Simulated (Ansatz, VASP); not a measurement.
## Sc in VASP and in Ansatz

```
Sc
1.0
     3.29330    0.00000    0.00000
    -1.64665    2.85208    0.00000
     0.00000    0.00000   10.52363
Sc
4
Direct
  0.00000 0.00000 0.00000
  0.00000 0.00000 0.50000
  0.33333 0.66667 0.25000
  0.66667 0.33333 0.75000
```

Alike in both runs: task single point; functional RPBE; k mesh 12 × 12 × 4; occupations fermi-dirac, width 0.1 eV; no spin polarisation.

```csv
,VASP,Ansatz
version,VASP 6.6.1,Ansatz 0.2.0
potentials or method,"VASP PAW PBE potentials, release 64 (Sc_sv), cutoff 520 eV","plane waves (420 eV) with PAW, scalar-relativistic"
valence electrons in the cell,44,44
```

```csv
,VASP,Ansatz,Ansatz less VASP
pressure (GPa),2.2,2.1,-0.03
```

VASP's potentials were made for PBE, not for RPBE.
